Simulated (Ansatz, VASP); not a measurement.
Cr in VASP and in Ansatz

```xyz
1
Lattice="2.3958 0.0000 0.0000 0.0000 2.3958 0.0000 0.0000 0.0000 2.3958" Properties=species:S:1:pos:R:3 pbc="T T T"
Cr    0.0000    0.0000    0.0000
```

Alike in both runs: task single point; functional PBEsol; k mesh 15 × 15 × 15; occupations fermi-dirac, width 0.1 eV; no spin polarisation.

```csv
,VASP,Ansatz
version,VASP 6.6.1,Ansatz 0.2.0
potentials or method,"VASP PAW PBE potentials, release 64 (Cr_pv), cutoff 520 eV","plane waves (420 eV) with PAW, scalar-relativistic"
valence electrons in the cell,12,14
```

```tsv
	VASP	Ansatz	Ansatz less VASP
pressure (GPa)	-18.4	-18.1	+0.27
```

VASP's potentials were made for PBE, not for PBEsol, and Ansatz warns of the same on its side. The functional is the same, so the differences come from potentials, cutoffs and numerics. VASP's potentials hold 12 valence electrons a cell and Ansatz's 14, so a difference there can come from the potentials and not from the codes.
